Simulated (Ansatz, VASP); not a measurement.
## In in VASP and in Ansatz

Contents of INCAR:

```
ALGO     = Fast           # electronic algorithm
EDIFF    = 1E-7           # SCF threshold, eV
ENCUT    = 520            # plane-wave cutoff, eV
ISIF     = 2              # what is computed and relaxed
ISMEAR   = 0              # smearing method
LASPH    = True           # aspherical terms in the spheres
LCHARG   = False          # write CHGCAR
LREAL    = False          # projectors in reciprocal space
LWAVE    = False          # write WAVECAR
NBANDS   = 12             # bands
NELM     = 100            # most SCF steps
PREC     = Accurate       # precision mode
SIGMA    = 0.15           # smearing width, eV
```

Contents of KPOINTS:

```
k-points
0
Gamma
  22 22 22
```

Contents of POSCAR:

```
In
1.0
   -1.5949203577      1.5949203577      2.2201291378
    1.5949203577     -1.5949203577      2.2201291378
    1.5949203577      1.5949203577     -2.2201291378
In
1
Direct
    0.0000000000      0.0000000000      0.0000000000
```

Input for Ansatz:

```yaml
crystal:
  lattice:
    - [-1.5949203577, 1.5949203577, 2.2201291378]
    - [1.5949203577, -1.5949203577, 2.2201291378]
    - [1.5949203577, 1.5949203577, -2.2201291378]
  atoms:
    - { symbol: In, position: [0.0, 0.0, 0.0] }
basis:
  ecutwfc: 420
kpoints:
  mp_grid: { grid: [22, 22, 22] }
hamiltonian:
  xc: lda
  pseudopotentials: { kind: paw }
scf:
  occupations: { method: gaussian, width: 0.15 }
output:
  forces: true
  stress: true
  eigenvalues: true
  write_density: true
  write_potential: true
  elf: true
  volumetric_format: npy
```

Alike in both runs: task single point; functional LDA; k mesh 22 × 22 × 22; occupations gaussian, width 0.15 eV; no spin polarisation.

|  | VASP | Ansatz |
| --- | --- | --- |
| version | VASP 6.6.1 | Ansatz 0.2.0 |
| potentials or method | VASP PAW LDA potentials, release 64 (In_d), cutoff 520 eV | scalar-relativistic, plane waves, PAW |
| valence electrons in the cell | 13 | 13 |

|  | VASP | Ansatz | Ansatz less VASP |
| --- | --- | --- | --- |
| gap on the k mesh at the Fermi level (eV) | none | none | - |
| pressure (GPa) | 5.5 | 5.3 | -0.17 |
| traceless stress, the component that is largest in VASP (GPa) | -0.08 | -0.10 | -0.018 |

LDA's correlation is that of Perdew and Zunger in VASP and of Perdew and Wang (1992) in Ansatz. A gap of «none» marks a metal or a gap that the smearing closes.
